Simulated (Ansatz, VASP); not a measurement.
## FeO: VASP beside Ansatz

The input INCAR:

```
  PREC = Accurate
  ENCUT = 600
  EDIFF = 1E-6
  ISMEAR = -1
  SIGMA = 0.05
  LREAL = F
  LASPH = T
  NELM = 200
  ALGO = Normal
  ISIF = 2
  LWAVE = F
  LCHARG = T
  ISPIN = 2
  MAGMOM = 3 0
  LORBIT = 11
  LMAXMIX = 4
  GGA = PE
  LELF = T
  LVHAR = T
  NBANDS = 22
  GGA_COMPAT = F
```

The input KPOINTS:

```
Automatic mesh
0
Gamma
  10 10 10
```

The input POSCAR:

```
FeO
1.0
    2.6468481728      0.0000000000      0.0000000000
    0.0000000000      2.6468481728      0.0000000000
    0.0000000000      0.0000000000      2.6468481728
Fe O
1 1
Direct
    0.0000000000      0.0000000000      0.0000000000
    0.5000000000      0.5000000000      0.5000000000
```

The input input.yaml:

```yaml
crystal:
  lattice:
    - [2.6468481728, 0.0, 0.0]
    - [0.0, 2.6468481728, 0.0]
    - [0.0, 0.0, 2.6468481728]
  atoms:
    - { symbol: Fe, position: [0.0, 0.0, 0.0], spin: 3.0 }
    - { symbol: O, position: [0.5, 0.5, 0.5] }
hamiltonian:
  xc: pbe
  pseudopotentials: { kind: paw }
magnetization:
  spin_polarized: true
kpoints:
  mp_grid: { grid: [10, 10, 10] }
scf:
  occupations: { method: fermi_dirac, width: 0.05 }
output:
  forces: true
  stress: true
  eigenvalues: true
```

Alike in both runs: task single point; functional PBE; k mesh 10 × 10 × 10; occupations fermi-dirac, width 0.05 eV; collinear spin.

|  | VASP | Ansatz |
| --- | --- | --- |
| version | VASP 6.6.1 | Ansatz 0.2.0 |
| potentials or method | VASP PAW PBE potentials, release 64 (Fe_sv, O) | Ansatz PAW |
| plane-wave cutoff (eV) | 600 | 420 |
| valence electrons in the cell | 22 | 22 |

VASP gave:

```
gap on the k mesh at the Fermi level (eV)                     : none
pressure (GPa)                                                : -1.7
net moment per atom (μB)                                      : 2.00
size of the moment on the site where the two differ most (μB) : 3.41
```

Question: What did Ansatz give for the same quantities?

Answer: gap on the k mesh at the Fermi level (eV): none; pressure (GPa): 0.8; net moment per atom (μB): 2.00; size of the moment on the site where the two differ most (μB): 3.45.

Site moments also hang on the region over which each program counts them. A gap of «none» marks a metal or a gap that the smearing closes.
